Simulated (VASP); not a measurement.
# MgB (CsCl type) (Pm-3m) in VASP: settings compared, part 3 of 3

VASP 6.6.1. Earlier steps stand in the parts before.

## Step 5: Relaxation of cell and atoms, PBE

This run uses another cell than the first one, of 12.72 Å³/atom, 1.051 times its volume.

The input, INCAR:

```
ALGO     = Normal         # electronic algorithm
EDIFF    = 1E-7           # SCF threshold, eV
EDIFFG   = -0.005         # ionic threshold
ENCUT    = 600            # plane-wave cutoff, eV
GGA      = PE             # functional
IBRION   = 2              # ionic algorithm
ISIF     = 3              # what is computed and relaxed
ISMEAR   = -1             # smearing method
LASPH    = True           # aspherical terms in the spheres
LCHARG   = False          # write CHGCAR
LREAL    = False          # projectors in reciprocal space
LWAVE    = False          # write WAVECAR
NELM     = 100            # most SCF steps
NSW      = 100            # ionic steps
PREC     = Accurate       # precision mode
SIGMA    = 0.05           # smearing width, eV
```

The input, KPOINTS:

```
k-points
0
Gamma
  11 11 11
```

The input, POSCAR:

```
MgB
1.0
    2.9412494364      0.0000000000      0.0000000000
    0.0000000000      2.9412494364      0.0000000000
    0.0000000000      0.0000000000      2.9412494364
B Mg
1 1
Direct
    0.0000000000      0.0000000000      0.0000000000
    0.5000000000      0.5000000000      0.5000000000
```

Potentials or basis: VASP PAW PBE potentials, release 64 (B, Mg).

Command:

```sh
> cat potpaw_PBE.64/B/POTCAR potpaw_PBE.64/Mg/POTCAR > POTCAR
> mpirun -np 1 vasp_std > vasp.out
```

OUTCAR:

```text
EDIFF = 1E-7
   EDIFFG = -0.005
   ENCUT = 600
   GGA = PE
   IBRION = 2
   ISIF = 3
   ISMEAR = -1
   LASPH = True
   LREAL = False
   NELM = 100
   NSW = 100
   PREC = Accurate

 ion  position               nearest neighbor table
   1  0.000  0.000  0.000-   2 2.55   2 2.55   2 2.55   2 2.55   2 2.55   2 2.55   2 2.55   2 2.55

   2  0.500  0.500  0.500-   1 2.55   1 2.55   1 2.55   1 2.55   1 2.55   1 2.55   1 2.55   1 2.55

  LATTYP: Found a simple cubic cell.
 ALAT       =     2.9412494364

  Lattice vectors:

 A1 = (   2.9412494364,   0.0000000000,   0.0000000000)
 A2 = (   0.0000000000,   2.9412494364,   0.0000000000)
 A3 = (   0.0000000000,   0.0000000000,   2.9412494364)

Analysis of symmetry for initial positions (statically):
=====================================================================
 Subroutine PRICEL returns:
 Original cell was already a primitive cell.

 Routine SETGRP: Setting up the symmetry group for a
 simple cubic supercell.

 Subroutine GETGRP returns: Found 48 space group operations
 (whereof 48 operations were pure point group operations)
 out of a pool of 48 trial point group operations.

The static configuration has the point symmetry O_h .

Analysis of symmetry for dynamics (positions and initial velocities):
=====================================================================
 Subroutine PRICEL returns:
 Original cell was already a primitive cell.

 Routine SETGRP: Setting up the symmetry group for a
 simple cubic supercell.

 Subroutine GETGRP returns: Found 48 space group operations
 (whereof 48 operations were pure point group operations)
 out of a pool of 48 trial point group operations.

The dynamic configuration has the point symmetry O_h .

 Subroutine INISYM returns: Found 48 space group operations
 (whereof 48 operations are pure point group operations),
 and found     1 'primitive' translations

----------------------------------------------------------------------------------------

                                     Primitive cell

  volume of cell :      25.4446

  direct lattice vectors                    reciprocal lattice vectors
     2.941249436  0.000000000  0.000000000     0.339991565  0.000000000  0.000000000
     0.000000000  2.941249436  0.000000000     0.000000000  0.339991565  0.000000000
     0.000000000  0.000000000  2.941249436     0.000000000  0.000000000  0.339991565

  length of vectors
     2.941249436  2.941249436  2.941249436     0.339991565  0.339991565  0.339991565

  position of ions in fractional coordinates (direct lattice)
     0.000000000  0.000000000  0.000000000
     0.500000000  0.500000000  0.500000000

  ion indices of the primitive-cell ions
   primitive index   ion index
                 1           1
                 2           2

----------------------------------------------------------------------------------------

 KPOINTS: k-points

Automatic generation of k-mesh.
 Grid dimensions read from file:
 generate k-points for:   11   11   11

 Generating k-lattice:

[... 22 lines left out ...]
  0.363636  0.000000  0.000000      6.000000
  0.454545  0.000000  0.000000      6.000000
[... 16 lines left out ...]
  0.181818  0.090909  0.090909     24.000000
  0.272727  0.090909  0.090909     24.000000
 [... further k-points ...]
   k-points           NKPTS =     56   k-points in BZ     NKDIM =     56   number of bands    NBANDS=      6
   number of dos      NEDOS =    301   number of ions     NIONS =      2
   total plane-waves  NPLWV =  13824
   dimension x,y,z NGX =    24 NGY =   24 NGZ =   24
   dimension x,y,z NGXF=    48 NGYF=   48 NGZF=   48
   ions per type =               1   1
   NGX,Y,Z   is equivalent  to a cutoff of  13.57, 13.57, 13.57 a.u.
   NGXF,Y,Z  is equivalent  to a cutoff of  27.13, 27.13, 27.13 a.u.
 SYSTEM =  unknown system
   PREC   = accura    normal or accurate (medium, high low for compatibility)
   ISTART =      0    job   : 0-new  1-cont  2-samecut
   ICHARG =      2    charge: 1-file 2-atom 10-const
   ISPIN  =      1    spin polarized calculation?
   LNONCOLLINEAR =      F non collinear calculations
   LSORBIT =      F    spin-orbit coupling
   LASPH  =      T    aspherical Exc in radial PAW
   ENCUT  =  600.0 eV  44.10 Ry    6.64 a.u.   5.87  5.87  5.87*2*pi/ulx,y,z
   NELM   =    100;   NELMIN=  2; NELMDL= -5     # of ELM steps
   EDIFF  = 0.1E-06   stopping-criterion for ELM
   LREAL  =      F    real-space projection
   EDIFFG = -.5E-02   stopping-criterion for IOM
   NSW    =    100    number of steps for IOM
   IBRION =      2    ionic relax: 0-MD 1-quasi-New 2-CG
   NFREE  =      1    steps in history (QN), initial steepest desc. (CG)
   ISIF   =      3    stress and relaxation
   ISYM   =      2    0-nonsym 1-usesym 2-fastsym
   POTIM  = 0.5000    time-step for ionic-motion
   TEBEG  =    0.0;   TEEND  =   0.0 temperature during run
   PSTRESS=    0.0 pullay stress
   NELECT =       5.0000    total number of electrons
   NUPDOWN=      -1.0000    fix difference up-down
   EMIN   =  10.00;   EMAX   =-10.00  energy-range for DOS
   EFERMI =   0.00;   METHOD = LEGACY
   ISMEAR =    -1;   SIGMA  =   0.05  broadening in eV -4-tet -1-fermi 0-gaus
   EFERMI_NEDOS =   21; number of points for ismear=-14 and -15
   IALGO  =     38    algorithm
   IMIX   =      4    mixing-type and parameters
     AMIX     =   0.40;   BMIX     =  1.00
     AMIX_MAG =   1.60;   BMIX_MAG =  1.00
  volume/ion in A,a.u.               =      12.72        85.85
  Fermi-wavevector in a.u.,A,eV,Ry     =   0.951772  1.798588 12.325112  0.905870
  Thomas-Fermi vector in A             =   2.080273
   LORBIT       =      0    0 simple, 1 ext, 2 COOP (PROOUT), +10 PAW based schemes
   GGA     = PE    functional components
   LHFCALC =     F    Hartree Fock is set to
   AEXX    =    0.0000 exact exchange contribution
   IVDW    =     0    specifies the selected vdW correction
   LEPSILON=     F    determine dielectric tensor
   LRPA    =     F    only Hartree local field effects (RPA)
 conjugate gradient relaxation of ions
 non-spin polarized calculation
  energy-cutoff  :      600.00
  volume of cell :       25.44
 maximum number of plane-waves:       872
 NGX is ok and might be reduce to    24
   NGX = 11   NGY = 11   NGZ = 11

--------------------------------------- Ionic step        1  -------------------------------------------

 number of electron       5.0000000 magnetization

 Free energy of the ion-electron system (eV)
  ---------------------------------------------------
  ext. energy  EPLUGINS =         0.00000000
  ---------------------------------------------------
  free energy    TOTEN  =        -6.59209580 eV

  energy without entropy =       -6.58829181  energy(sigma->0) =       -6.59019381

------------------------ aborting loop because EDIFF is reached ----------------------------------------

  FORCE on cell =-STRESS in cart. coord.  units (eV):
  Direction    XX          YY          ZZ          XY          YZ          ZX
  --------------------------------------------------------------------------------------
  -------------------------------------------------------------------------------------
  Total       -0.6330044     -0.6330044     -0.6330044     -0.0000000     -0.0000000      0.0000000
  in kB      -39.8585720    -39.8585720    -39.8585720     -0.0000000     -0.0000000      0.0000000
  external PRESSURE =     -39.8585720 kB  Pullay stress =       0.0000000 kB
[... 59 lines left out ...]
--------------------------------------- Ionic step        3  -------------------------------------------

 number of electron       5.0000000 magnetization

 Free energy of the ion-electron system (eV)
  ---------------------------------------------------
  ext. energy  EPLUGINS =         0.00000000
  ---------------------------------------------------
  free energy    TOTEN  =        -6.60882652 eV

  energy without entropy =       -6.60518912  energy(sigma->0) =       -6.60700782

 E-fermi :   4.6278     XC(G=0): -10.3763

 val. band max:        4.4689669274   @ k =   0.4545   0.2727   0.0909
 cond. band min:       4.6643716939   @ k =   0.3636   0.3636   0.3636
 fundamental gap:      0.1954047664
 Fermi energy:         4.6278440292

 k-point     1 :       0.0000    0.0000    0.0000
  band No.  band energies     occupation
      1      -6.1497      2.00000
      2       7.1553      0.00000
      3       7.1553      0.00000
      4       7.1553      0.00000
      5      11.6716      0.00000
      6      11.6716      0.00000
[... 199 lines left out ...]
 k-point    24 :       0.2727    0.0909    0.0909
  band No.  band energies     occupation
      1      -4.7379      2.00000
      2       2.4902      2.00000
      3       6.8108      0.00000
      4       7.1359      0.00000
      5      13.7999      0.00000
      6      14.5812      0.00000

 [... further k-points ...]
[... 5 lines left out ...]
  --------------------------------------------------------------------------------------
  -------------------------------------------------------------------------------------
  Total       -0.0011939     -0.0011939     -0.0011939      0.0000000      0.0000000     -0.0000000
  in kB       -0.0791815     -0.0791815     -0.0791815      0.0000000      0.0000000     -0.0000000
  external PRESSURE =      -0.0791815 kB  Pullay stress =       0.0000000 kB
[... 17 lines left out ...]
  FREE ENERGIE OF THE ION-ELECTRON SYSTEM (eV)
  ---------------------------------------------------
  free  energy   TOTEN  =        -6.6088265233 eV

  energy  without entropy=       -6.6051891158  energy(sigma->0) =       -6.60700782

 reached required accuracy - stopping structural energy minimisation
```

Wall time 7.7 s (1 thread of Intel Xeon 6975P-C (Granite Rapids), shared host); peak memory 0.15 GiB.

What came out:

```
Free energy                            : -6.6088 eV
Relaxed volume                         : 12.08 Å³/atom
Relaxed cell                           : a = 2.891 Å, b = 2.891 Å, c = 2.891 Å, α = 90.00°, β = 90.00°, γ = 90.00°
Space group after relaxing (to 0.05 Å) : Pm-3m (No. 221)
Energy gained by relaxing              : 8.4 meV/atom
Ionic steps                            : 3
Pressure after relaxing                : 0.0 GPa
```

Step by step:
| step | energy change (eV) | largest force (eV/Å) | pressure (GPa) | volume (Å³) |
| --- | --- | --- | --- | --- |
| 1 | 0.0000 | 0.0000 | -3.99 | 25.44 |
| 2 | -0.0165 | 0.0000 | -0.49 | 24.30 |
| 3 | -0.0167 | 0.0000 | -0.01 | 24.16 |

Final structure:
```yaml
crystal:
  lattice:
    - [2.89079, 0.00000, 0.00000]
    - [0.00000, 2.89079, 0.00000]
    - [0.00000, 0.00000, 2.89079]
  atoms:
    - { symbol: B, position: [0.00000, 0.00000, 0.00000] }
    - { symbol: Mg, position: [0.50000, 0.50000, 0.50000] }
```

## Step 6: Single point, PBEsol

The input, INCAR:

```
ALGO = Normal ; EDIFF = 1E-6
ENCUT = 600 ; GGA = PS
GGA_COMPAT = F ; ISIF = 2
ISMEAR = -1 ; LASPH = T
LCHARG = T ; LELF = T
LREAL = F ; LVHAR = T
LWAVE = F ; NBANDS = 10
NELM = 120 ; PREC = Accurate
SIGMA = 0.05
```

KPOINTS is that of step 5.

The input, POSCAR:

```
MgB
1.0
    2.8930974391      0.0000000000      0.0000000000
    0.0000000000      2.8930974391      0.0000000000
    0.0000000000      0.0000000000      2.8930974391
B Mg
1 1
Direct
    0.0000000000      0.0000000000      0.0000000000
    0.5000000000      0.5000000000      0.5000000000
```

Potentials or basis: VASP PAW PBE potentials, release 64 (B, Mg).

Command:

```sh
> cat potpaw_PBE.64/B/POTCAR potpaw_PBE.64/Mg/POTCAR > POTCAR
> mpirun -np 1 vasp_std > vasp.out
```

Wall time 5 s (1 thread of Intel Xeon 6975P-C, shared host); peak memory 0.14 GiB.

Results (log left out):

```
Free energy : -7.1612 eV
Pressure    : -2.0 GPa
```

Levels at points of the mesh, in eV from the Fermi level:
```
           k point  band 1  band 2  band 3  band 4  band 5  band 6
(0.00, 0.00, 0.00)  -10.77    2.53    2.53    2.53    6.97    6.97
```

Caveat: the PAW data sets were made with another functional, which shifts forces and pressure a little.

## Step 7: Overview

```tsv
task	level	potentials or basis	cell	cutoff (eV)	gap on the mesh (eV)	pressure (GPa)
single point	PBE	VASP PAW PBE potentials, release 64 (B, Mg)	a = 2.893 Å, 2 atoms	520	none	-0.2
single point	LDA	VASP PAW LDA potentials, release 64 (B, Mg)	a = 2.931 Å, 2 atoms	520	none	-8.5
single point	PBEsol	VASP PAW PBE potentials, release 64 (B, Mg)	a = 2.931 Å, 2 atoms	520	none	-5.0
relaxation of cell and atoms	PBE	VASP PAW PBE potentials, release 64 (B, Mg)	relaxed from a = 2.941 Å, 2 atoms	600	none	0.0
single point	PBEsol	VASP PAW PBE potentials, release 64 (B, Mg)	a = 2.893 Å, 2 atoms	600	none	-2.0
```

Alike in all rows: no spin polarisation; k mesh 11 × 11 × 11; smearing fermi-dirac 0.05 eV.

Caveats: the PAW data sets were made with another functional, which shifts forces and pressure a little (some runs).

Absolute energies hang on the potentials; compare differences alone.
